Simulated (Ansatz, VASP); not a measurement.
# One calculation of CaHf, two programs

The input INCAR:

```
  PREC = Accurate
  ENCUT = 520
  EDIFF = 1E-6
  ISMEAR = 0
  SIGMA = 0.1
  LREAL = False
  LASPH = True
  NELM = 60
  ALGO = Normal
  ISIF = 2
  LWAVE = False
  LCHARG = True
  GGA = PE
  LELF = True
  LVHAR = True
  NBANDS = 28
```

The input KPOINTS:

```
regular mesh
0
Gamma
  4 6 4
```

Contents of POSCAR:

```
CaHf
1.0
    5.2160358019      0.0000000000      0.0000000000
    0.0000000000      3.4517883983      0.0000000000
    0.0000000000      0.0000000000      5.3256163860
Ca Hf
2 2
Direct
    0.7500000000      0.0000000000      0.6870000000
    0.2500000000      0.0000000000      0.3130000000
    0.7500000000      0.5000000000      0.1880000000
    0.2500000000      0.5000000000      0.8120000000
```

Input for Ansatz:

```yaml
crystal:
  lattice:
    - [5.2160358019, 0.0, 0.0]
    - [0.0, 3.4517883983, 0.0]
    - [0.0, 0.0, 5.325616386]
  atoms:
    - { symbol: Ca, position: [0.75, 0.0, 0.687] }
    - { symbol: Ca, position: [0.25, 0.0, 0.313] }
    - { symbol: Hf, position: [0.75, 0.5, 0.188] }
    - { symbol: Hf, position: [0.25, 0.5, 0.812] }
basis:
  ecutwfc: 420
kpoints:
  mp_grid: { grid: [4, 6, 4] }
hamiltonian:
  xc: pbe
scf:
  occupations: { method: gaussian, width: 0.1 }
  lower_state_search: "off"
output:
  forces: true
  stress: true
  eigenvalues: true
```

Alike in both runs: task single point; functional PBE; k mesh 4 × 6 × 4; occupations gaussian, width 0.1 eV; no spin polarisation.

```csv
,VASP,Ansatz
version,VASP 6.6.1,Ansatz 0.2.0
potentials or method,"VASP PAW PBE potentials, release 64 (Ca_sv, Hf_pv), cutoff 520 eV","scalar-relativistic, plane waves, PAW"
valence electrons in the cell,40,72
```

Ansatz gave:

| Item | Value |
| --- | --- |
| gap on the k mesh at the Fermi level (eV) | none |
| pressure (GPa) | 8.9 |
| traceless stress, the component that is largest in VASP (GPa) | 4.21 |
| rms of the force components (eV/Å) | 0.300 |

Estimate VASP's values.

gap on the k mesh at the Fermi level (eV): none; pressure (GPa): 8.9; traceless stress, the component that is largest in VASP (GPa): 4.19; rms of the force components (eV/Å): 0.302.

Atom by atom the forces differ by 0.002 eV/Å (rms over components). A gap of «none» marks a metal or a gap that the smearing closes. With one functional, cell and mesh, what is left measures potentials, basis and numerics. VASP's potentials hold 40 valence electrons a cell and Ansatz's 72, so a difference there can come from the potentials and not from the codes.

Spin-orbit coupling is off throughout.
